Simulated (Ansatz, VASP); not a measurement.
SnTe in VASP and in Ansatz

```xyz
2
Lattice="0.0000 3.2184 3.2184 3.2184 0.0000 3.2184 3.2184 3.2184 0.0000" Properties=species:S:1:pos:R:3 pbc="T T T"
Sn    0.0000    0.0000    0.0000
Te    3.2184    3.2184    3.2184
```

Change from the starting cell: volume scaled by 1.06, crystal datasets.

Alike in both runs: task electric field gradients; functional PBEsol; k mesh 11 × 11 × 11; occupations fermi-dirac, width 0.08 eV; no spin polarisation.

```csv
,VASP,Ansatz
version,VASP 6.6.1,Ansatz 0.2.0
potentials or method,"VASP PAW PBE potentials, release 64 (Sn_d, Te), cutoff 520 eV","all-electron PAW with datasets made for the crystal, scalar-relativistic"
```

|  | VASP | Ansatz | Ansatz less VASP |
| --- | --- | --- | --- |
| pressure (GPa) | -2.8 | -2.8 | +0.01 |

VASP's potentials were made for PBE, not for PBEsol. Ansatz ran all-electron here, and VASP with PAW potentials.

Neither program's run includes spin-orbit coupling.
